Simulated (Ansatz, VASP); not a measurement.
# One calculation of GaCo, two programs

INCAR

```
SYSTEM = GaCo
PREC = Accurate
ENCUT = 520
EDIFF = 1E-6
ISMEAR = 0
SIGMA = 0.15
LREAL = .False.
LASPH = .True.
NELM = 60
ALGO = Fast
ISIF = 2
LWAVE = .False.
LCHARG = .False.
GGA = PS
NBANDS = 18
```

KPOINTS

```
Automatic mesh
0
Gamma
  16 16 16
  0 0 0
```

Contents of POSCAR:

```
GaCo
1.0
    2.7677760000      0.0000000000      0.0000000000
    0.0000000000      2.7677760000      0.0000000000
    0.0000000000      0.0000000000      3.1137480000
Ga Co
1 1
Direct
    0.5000000000      0.5000000000      0.5000000000
    0.0000000000      0.0000000000      0.0000000000
```

Input for Ansatz:

```yaml
crystal:
  lattice:
    - [2.767776, 0.0, 0.0]
    - [0.0, 2.767776, 0.0]
    - [0.0, 0.0, 3.113748]
  atoms:
    - { symbol: Ga, position: [0.5, 0.5, 0.5] }
    - { symbol: Co, position: [0.0, 0.0, 0.0] }
basis:
  ecutwfc: 420
kpoints:
  mp_grid: { grid: [16, 16, 16] }
hamiltonian:
  xc: pbesol
scf:
  occupations: { method: gaussian, width: 0.15 }
output:
  forces: true
  stress: true
  eigenvalues: true
```

Change from the starting cell: strain -0.040 along x and y, +0.080 along z, atoms carried along.

Alike in both runs: task single point; functional PBEsol; k mesh 16 × 16 × 16; occupations gaussian, width 0.15 eV; no spin polarisation.

|  | VASP | Ansatz |
| --- | --- | --- |
| version | VASP 6.6.1 | Ansatz 0.2.0 |
| potentials or method | VASP PAW PBE potentials, release 64 (Ga_d, Co), cutoff 520 eV | scalar-relativistic, plane waves, PAW |
| valence electrons in the cell | 22 | 30 |

Ansatz gave:

```
gap on the k mesh at the Fermi level (eV)                     : none
pressure (GPa)                                                : -6.9
traceless stress, the component that is largest in VASP (GPa) : -3.03
```

Task: Which values does VASP return?

Result: gap on the k mesh at the Fermi level (eV): none; pressure (GPa): -6.8; traceless stress, the component that is largest in VASP (GPa): -3.08.

VASP's potentials were made for PBE, not for PBEsol. A gap of «none» marks a metal or a gap that the smearing closes. The functional is the same, so the differences come from potentials, cutoffs and numerics. VASP's potentials hold 22 valence electrons a cell and Ansatz's 30, so a difference there can come from the potentials and not from the codes.
